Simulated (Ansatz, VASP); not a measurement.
B3N4 in VASP and in Ansatz

```
N B
1.0
     5.01078    0.00000    0.00000
    -1.25270    3.37591    0.00000
     0.00000    0.00000   23.44094
N B
8 6
Direct
  0.02252 0.09009 0.17064
  0.52252 0.09009 0.17064
  0.30695 0.22778 0.26105
  0.80695 0.22778 0.26105
  0.08665 0.34663 0.35335
  0.58665 0.34663 0.35335
  0.71871 0.12488 0.52647
  0.71871 0.12488 0.57340
  0.28421 0.13682 0.20075
  0.78421 0.13682 0.20075
  0.06735 0.26942 0.28955
  0.56735 0.26942 0.28955
  0.34371 0.37488 0.38142
  0.84371 0.37488 0.38142
```

Alike in both runs: task single point; functional PBE; dispersion D3(BJ); k mesh 6 × 8 × 1; occupations gaussian, width 0.05 eV; no spin polarisation.

|  | VASP | Ansatz |
| --- | --- | --- |
| version | VASP 6.6.1 | Ansatz 0.2.0 |
| potentials or method | VASP PAW PBE potentials, release 64 (N, B), cutoff 520 eV | scalar-relativistic, plane waves, PAW |
| valence electrons in the cell | 58 | 58 |

|  | VASP | Ansatz | Ansatz less VASP |
| --- | --- | --- | --- |
| gap on the k mesh at the Fermi level (eV) | none | none | - |
| rms of the force components (eV/Å) | 1.170 | 1.072 | -0.0983 |

A gap of «none» marks a metal or a gap that the smearing closes. Ansatz's warnings: vacuum below fermi.

Noted on VASP's run: the standard files for N, O and F lose accuracy on very short bonds.
